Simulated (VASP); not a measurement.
# AlN (Fm-3m) in VASP: a series of runs

Runs on AlN. Level: PBE. Tasks: single point, relaxation of cell and atoms.

Program: VASP 6.6.1. These are calculated values, not measurements. Logs are shortened: lines on timing, memory, paths and dates and some standing lists are left out, and cuts for length are marked.

### 1 The cell of the first run

It takes space group Fm-3m (No. 225, cubic). Conventional cell: a = 4.054 Å, b = 4.054 Å, c = 4.054 Å, α = 90.00°, β = 90.00°, γ = 90.00°. Within 2.7 Å of Al (site symmetry m-3m) lie 6 N at 2.03 Å. N (site symmetry m-3m) has 6 Al at 2.03 Å within 2.7 Å.

### 2 Single point, PBE

Input file INCAR:

```
PREC = Accurate ; ENCUT = 600
EDIFF = 1E-6 ; ISMEAR = 0
SIGMA = 0.1 ; LREAL = False
LASPH = True ; NELM = 120
ALGO = Normal ; ISIF = 2
LWAVE = False ; LCHARG = False
GGA = PE ; NBANDS = 11
GGA_COMPAT = False
```

Input file KPOINTS:

```
regular mesh
0
Gamma
  8 8 8
```

Input file POSCAR:

```
AlN
1.0
    0.0000000000      2.0268956451      2.0268956451
    2.0268956451      0.0000000000      2.0268956451
    2.0268956451      2.0268956451      0.0000000000
Al N
1 1
Direct
    0.0000000000      0.0000000000      0.0000000000
    0.5000000000      0.5000000000      0.5000000000
```

Potentials or basis: VASP PAW PBE potentials, release 64 (Al, N).

Command:

```sh
cat potpaw_PBE.64/Al/POTCAR potpaw_PBE.64/N/POTCAR > POTCAR
mpirun -np 1 vasp_std > vasp.out
```

OUTCAR:

```text
PREC = Accurate
   ENCUT = 600
   EDIFF = 1E-6
   ISMEAR = 0
   LREAL = False
   LASPH = True
   NELM = 120
   ISIF = 2
   GGA = PE

 ion  position               nearest neighbor table
   1  0.000  0.000  0.000-   2 2.03   2 2.03   2 2.03   2 2.03   2 2.03   2 2.03
   2  0.500  0.500  0.500-   1 2.03   1 2.03   1 2.03   1 2.03   1 2.03   1 2.03

  LATTYP: Found a face centered cubic cell.
 ALAT       =     4.0537912902

  Lattice vectors:

 A1 = (   0.0000000000,   2.0268956451,   2.0268956451)
 A2 = (   2.0268956451,   0.0000000000,   2.0268956451)
 A3 = (   2.0268956451,   2.0268956451,   0.0000000000)

Analysis of symmetry for initial positions (statically):
=====================================================================
 Subroutine PRICEL returns:
 Original cell was already a primitive cell.

 Routine SETGRP: Setting up the symmetry group for a
 face centered cubic supercell.

 Subroutine GETGRP returns: Found 48 space group operations
 (whereof 48 operations were pure point group operations)
 out of a pool of 48 trial point group operations.

The static configuration has the point symmetry O_h .

Analysis of symmetry for dynamics (positions and initial velocities):
=====================================================================
 Subroutine PRICEL returns:
 Original cell was already a primitive cell.

 Routine SETGRP: Setting up the symmetry group for a
 face centered cubic supercell.

 Subroutine GETGRP returns: Found 48 space group operations
 (whereof 48 operations were pure point group operations)
 out of a pool of 48 trial point group operations.

The dynamic configuration has the point symmetry O_h .

 Subroutine INISYM returns: Found 48 space group operations
 (whereof 48 operations are pure point group operations),
 and found     1 'primitive' translations

----------------------------------------------------------------------------------------

                                     Primitive cell

  volume of cell :      16.6542

  direct lattice vectors                    reciprocal lattice vectors
     0.000000000  2.026895645  2.026895645    -0.246682655  0.246682655  0.246682655
     2.026895645  0.000000000  2.026895645     0.246682655 -0.246682655  0.246682655
     2.026895645  2.026895645  0.000000000     0.246682655  0.246682655 -0.246682655

  length of vectors
     2.866463311  2.866463311  2.866463311     0.427266893  0.427266893  0.427266893

  position of ions in fractional coordinates (direct lattice)
     0.000000000  0.000000000  0.000000000
     0.500000000  0.500000000  0.500000000

  ion indices of the primitive-cell ions
   primitive index   ion index
                 1           1
                 2           2

----------------------------------------------------------------------------------------

 KPOINTS: regular mesh

Automatic generation of k-mesh.
 Grid dimensions read from file:
 generate k-points for:    8    8    8

 Generating k-lattice:

  Cartesian coordinates                     Fractional coordinates (reciprocal lattice)
    -0.030835332  0.030835332  0.030835332     0.125000000  0.000000000  0.000000000
     0.030835332 -0.030835332  0.030835332     0.000000000  0.125000000  0.000000000
     0.030835332  0.030835332 -0.030835332     0.000000000  0.000000000  0.125000000

  Length of vectors
     0.053408362  0.053408362  0.053408362

  Shift w.r.t. Gamma in fractional coordinates (k-lattice)
     0.000000000  0.000000000  0.000000000

 Subroutine IBZKPT returns following result:
 ===========================================

 Found     29 irreducible k-points:

 Following reciprocal coordinates:
            Coordinates               Weight
  0.000000  0.000000  0.000000      1.000000
  0.125000  0.000000  0.000000      8.000000
  0.250000  0.000000  0.000000      8.000000
  0.375000  0.000000  0.000000      8.000000
  0.500000  0.000000  0.000000      4.000000
  0.125000  0.125000  0.000000      6.000000
[... 16 lines left out ...]
  0.500000  0.250000  0.125000     48.000000
 -0.375000  0.250000  0.125000     24.000000
 [... further k-points ...]
   k-points           NKPTS =     29   k-points in BZ     NKDIM =     29   number of bands    NBANDS=     11
   number of dos      NEDOS =    301   number of ions     NIONS =      2
   total plane-waves  NPLWV =  13824
   dimension x,y,z NGX =    24 NGY =   24 NGZ =   24
   dimension x,y,z NGXF=    48 NGYF=   48 NGZF=   48
   ions per type =               1   1
   NGX,Y,Z   is equivalent  to a cutoff of  13.92, 13.92, 13.92 a.u.
   NGXF,Y,Z  is equivalent  to a cutoff of  27.84, 27.84, 27.84 a.u.
 SYSTEM =  unknown system
   PREC   = accura    normal or accurate (medium, high low for compatibility)
   ISTART =      0    job   : 0-new  1-cont  2-samecut
   ICHARG =      2    charge: 1-file 2-atom 10-const
   ISPIN  =      1    spin polarized calculation?
   LNONCOLLINEAR =      F non collinear calculations
   LSORBIT =      F    spin-orbit coupling
   LASPH  =      T    aspherical Exc in radial PAW
   ENCUT  =  600.0 eV  44.10 Ry    6.64 a.u.   5.73  5.73  5.73*2*pi/ulx,y,z
   NELM   =    120;   NELMIN=  2; NELMDL= -5     # of ELM steps
   EDIFF  = 0.1E-05   stopping-criterion for ELM
   LREAL  =      F    real-space projection
   EDIFFG = 0.1E-04   stopping-criterion for IOM
   NSW    =      0    number of steps for IOM
   IBRION =     -1    ionic relax: 0-MD 1-quasi-New 2-CG
   NFREE  =      0    steps in history (QN), initial steepest desc. (CG)
   ISIF   =      2    stress and relaxation
   ISYM   =      2    0-nonsym 1-usesym 2-fastsym
   POTIM  = 0.5000    time-step for ionic-motion
   TEBEG  =    0.0;   TEEND  =   0.0 temperature during run
   PSTRESS=    0.0 pullay stress
   NELECT =       8.0000    total number of electrons
   NUPDOWN=      -1.0000    fix difference up-down
   EMIN   =  10.00;   EMAX   =-10.00  energy-range for DOS
   EFERMI =   0.00;   METHOD = LEGACY
   ISMEAR =     0;   SIGMA  =   0.10  broadening in eV -4-tet -1-fermi 0-gaus
   EFERMI_NEDOS =   21; number of points for ismear=-14 and -15
   IALGO  =     38    algorithm
   IMIX   =      4    mixing-type and parameters
     AMIX     =   0.40;   BMIX     =  1.00
     AMIX_MAG =   1.60;   BMIX_MAG =  1.00
  volume/ion in A,a.u.               =       8.33        56.19
  Fermi-wavevector in a.u.,A,eV,Ry     =   1.282124  2.422863 22.365835  1.643843
  Thomas-Fermi vector in A             =   2.414454
   LORBIT       =      0    0 simple, 1 ext, 2 COOP (PROOUT), +10 PAW based schemes
   GGA     = PE    functional components
   LHFCALC =     F    Hartree Fock is set to
   AEXX    =    0.0000 exact exchange contribution
   IVDW    =     0    specifies the selected vdW correction
   LEPSILON=     F    determine dielectric tensor
   LRPA    =     F    only Hartree local field effects (RPA)
 non-spin polarized calculation
 Gauss-broadening in eV      SIGMA  =   0.10
  energy-cutoff  :      600.00
  volume of cell :       16.65
 maximum number of plane-waves:       568
   NGX = 11   NGY = 11   NGZ = 11

 number of electron       7.9999999 magnetization

 Free energy of the ion-electron system (eV)
  ---------------------------------------------------
  ext. energy  EPLUGINS =         0.00000000
  ---------------------------------------------------
  free energy    TOTEN  =       -14.54538904 eV

  energy without entropy =      -14.54538904  energy(sigma->0) =      -14.54538904

 E-fermi :  10.4105     XC(G=0): -12.2489

 val. band max:        9.8629238943   @ k =   0.0000   0.0000   0.0000
 cond. band min:      14.3933733986   @ k =   0.5000   0.5000   0.0000
 fundamental gap:      4.5304495043
 Fermi energy:        10.4105003968

 k-point     1 :       0.0000    0.0000    0.0000
  band No.  band energies     occupation
      1      -7.6199      2.00000
      2       9.8629      2.00000
      3       9.8629      2.00000
      4       9.8629      2.00000
      5      15.4297      0.00000
      6      22.0044      0.00000
      7      22.0044      0.00000
      8      22.0044      0.00000
      9      27.1240      0.00000
     10      27.5944      0.00000
     11      27.5944      0.00000

 k-point     2 :       0.1250    0.0000    0.0000
  band No.  band energies     occupation
      1      -7.3031      2.00000
      2       8.3668      2.00000
      3       9.6802      2.00000
      4       9.6802      2.00000
      5      16.2992      0.00000
      6      20.8368      0.00000
      7      22.4154      0.00000
      8      22.4154      0.00000
      9      25.6598      0.00000
     10      25.6598      0.00000
     11      27.9088      0.00000

 k-point     3 :       0.2500    0.0000    0.0000
  band No.  band energies     occupation
      1      -6.4018      2.00000
      2       5.5405      2.00000
      3       9.2831      2.00000
      4       9.2831      2.00000
      5      16.6728      0.00000
      6      20.9306      0.00000
      7      22.1279      0.00000
      8      22.1279      0.00000
      9      25.9959      0.00000
     10      25.9959      0.00000
     11      26.9081      0.00000

 k-point     4 :       0.3750    0.0000    0.0000
  band No.  band energies     occupation
      1      -5.1487      2.00000
      2       2.8721      2.00000
      3       8.9340      2.00000
      4       8.9340      2.00000
      5      16.1721      0.00000
      6      21.1710      0.00000
      7      21.1710      0.00000
      8      22.3813      0.00000
      9      26.0849      0.00000
     10      28.5801      0.00000
     11      28.5801      0.00000
[... 239 lines left out ...]
 k-point    22 :       0.3750    0.2500    0.1250
  band No.  band energies     occupation
      1      -5.6590      2.00000
      2       5.1637      2.00000
      3       7.3295      2.00000
      4       8.6963      2.00000
      5      18.4166      0.00000
      6      18.6676      0.00000
      7      20.0586      0.00000
      8      23.6509      0.00000
      9      24.9856      0.00000
     10      29.3873      0.00000
     11      31.2638      0.00000

 k-point    23 :       0.5000    0.2500    0.1250
  band No.  band energies     occupation
      1      -4.5370      2.00000
      2       3.4428      2.00000
      3       6.4140      2.00000
      4       8.1651      2.00000
      5      18.1457      0.00000
      6      18.9508      0.00000
      7      20.6330      0.00000
      8      23.0508      0.00000
      9      26.7372      0.00000
     10      29.9032      0.00000
     11      31.7161      0.00000

 k-point    24 :      -0.3750    0.2500    0.1250
  band No.  band energies     occupation
      1      -3.8970      2.00000
      2       2.4877      2.00000
      3       6.1925      2.00000
      4       7.9001      2.00000
      5      18.2385      0.00000
      6      18.3537      0.00000
      7      22.1000      0.00000
      8      22.5720      0.00000
      9      27.9263      0.00000
     10      28.8087      0.00000
     11      32.2295      0.00000

 [... further k-points ...]

------------------------ aborting loop because EDIFF is reached ----------------------------------------

  FORCE on cell =-STRESS in cart. coord.  units (eV):
  Direction    XX          YY          ZZ          XY          YZ          ZX
  --------------------------------------------------------------------------------------
  -------------------------------------------------------------------------------------
  Total        0.2863704      0.2863704      0.2863704      0.0000000     -0.0000000     -0.0000000
  in kB       27.5495535     27.5495535     27.5495535      0.0000000     -0.0000000     -0.0000000
  external PRESSURE =      27.5495535 kB  Pullay stress =       0.0000000 kB

 VOLUME and BASIS-vectors are now :
 -----------------------------------------------------------------------------
  energy-cutoff  :      600.00
  volume of cell :       16.65
      direct lattice vectors                 reciprocal lattice vectors
     0.000000000  2.026895645  2.026895645    -0.246682655  0.246682655  0.246682655
     2.026895645  0.000000000  2.026895645     0.246682655 -0.246682655  0.246682655
     2.026895645  2.026895645  0.000000000     0.246682655  0.246682655 -0.246682655

 POSITION                                       TOTAL-FORCE (eV/Angst)
 -----------------------------------------------------------------------------------
      0.00000      0.00000      0.00000         0.000000      0.000000      0.000000
      2.02690      2.02690      2.02690        -0.000000     -0.000000     -0.000000
 -----------------------------------------------------------------------------------
    total drift:                               -0.000000     -0.000000      0.000000

  FREE ENERGIE OF THE ION-ELECTRON SYSTEM (eV)
  ---------------------------------------------------
  free  energy   TOTEN  =       -14.5453890432 eV

  energy  without entropy=      -14.5453890432  energy(sigma->0) =      -14.54538904
```

Wall time 4.6 s (1 thread of AMD EPYC 9R45 (Zen 5), shared host); peak memory 0.1 GiB.

What came out:

| Quantity | Value |
| --- | --- |
| Free energy | -14.5454 eV |
| Pressure | 2.8 GPa |
| Band gap on the k mesh | 4.53 eV (least direct gap 5.57 eV) |

A k mesh can miss the band edges.

### 3 Single point, PBE

This run uses another cell than the first one, of 8.43 Å³/atom.

Input file INCAR:

```
  PREC = Accurate
  ENCUT = 600
  EDIFF = 1E-6
  ISMEAR = 0
  SIGMA = 0.02
  LREAL = False
  LASPH = True
  NELM = 120
  ALGO = Normal
  ISIF = 2
  LWAVE = False
  LCHARG = True
  GGA = PE
  LELF = True
  LVHAR = True
  NBANDS = 11
  GGA_COMPAT = False
```

Input file KPOINTS:

```
Automatic mesh
0
Gamma
  10 10 10
```

Input file POSCAR:

```
AlN
1.0
    0.0000000000      2.0350196558      2.0350196558
    2.0350196558      0.0000000000      2.0350196558
    2.0350196558      2.0350196558      0.0000000000
Al N
1 1
Direct
    0.0000000000      0.0000000000      0.0000000000
    0.5000000000      0.5000000000      0.5000000000
```

Potentials or basis: VASP PAW PBE potentials, release 64 (Al, N).

Command:

```sh
cat potpaw_PBE.64/Al/POTCAR potpaw_PBE.64/N/POTCAR > POTCAR
mpirun -np 1 vasp_std > vasp.out
```

Wall time 7.1 s (1 thread of AMD EPYC 9R45 (Zen 5), shared host); peak memory 0.11 GiB.

It converged, with:

- Free energy: -14.5476 eV
- Pressure: -0.3 GPa
- Band gap on the k mesh: 4.42 eV (least direct gap 5.40 eV)

Levels at points of the mesh, in eV from the valence-band top:
```csv
k point,band 1,band 2,band 3,band 4,band 5,band 6,band 7,band 8,band 9
"(0.00, 0.00, 0.00)",-17.37,0.00,0.00,0.00,5.40,12.10,12.10,12.10,17.19
"(0.50, 0.00, 0.00)",-14.19,-8.18,-1.04,-1.04,6.01,10.84,10.84,13.00,15.88
"(0.50, 0.50, 0.00)",-13.24,-7.25,-2.75,-2.75,4.42,5.34,13.81,16.94,16.94
```

(Part 1 of 2 ends here.)
